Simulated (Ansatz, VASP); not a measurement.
## SiC in VASP and in Ansatz

The input INCAR:

```
PREC = Accurate
ENCUT = 600
EDIFF = 1E-6
ISMEAR = 0
SIGMA = 0.01
LREAL = False
LASPH = True
NELM = 120
ALGO = Normal
ISIF = 2
LWAVE = False
LCHARG = True
LELF = True
LVHAR = True
NBANDS = 11
GGA_COMPAT = False
```

KPOINTS

```
regular mesh
0
Gamma
  8 8 8
```

POSCAR

```
SiC
1.0
    0.0000000000      2.1800000000      2.1800000000
    2.1800000000      0.0000000000      2.1800000000
    2.1800000000      2.1800000000      0.0000000000
Si C
1 1
Direct
    0.0000000000      0.0000000000      0.0000000000
    0.2500000000      0.2500000000      0.2500000000
```

Input for Ansatz:

```yaml
crystal:
  lattice:
    - [0.0, 2.18, 2.18]
    - [2.18, 0.0, 2.18]
    - [2.18, 2.18, 0.0]
  atoms:
    - { symbol: Si, position: [0.0, 0.0, 0.0] }
    - { symbol: C, position: [0.25, 0.25, 0.25] }
scf:
  occupations: { method: fixed }
  n_extra_bands: 4
output:
  eigenvalues: true
kpoints:
  mp_grid: { grid: [8, 8, 8] }
hamiltonian:
  xc: lda
```

Alike in both runs: task single point; functional LDA; k mesh 8 × 8 × 8; no spin polarisation.

```csv
,VASP,Ansatz
version,VASP 6.6.1,Ansatz 0.2.0
potentials or method,"VASP PAW LDA potentials, release 64 (Si, C)","scalar-relativistic, plane waves, PAW"
plane-wave cutoff (eV),600,420
occupations,"gaussian, width 0.01 eV",fixed
valence electrons in the cell,8,8
```

VASP gave:

```
gap on the k mesh at the Fermi level (eV) : 1.31
least direct gap on the mesh (eV)         : 4.50
```

Q: Which values does Ansatz return?

A: gap on the k mesh at the Fermi level (eV): 1.32; least direct gap on the mesh (eV): 4.51.

LDA's correlation is that of Perdew and Zunger in VASP and of Perdew and Wang (1992) in Ansatz.
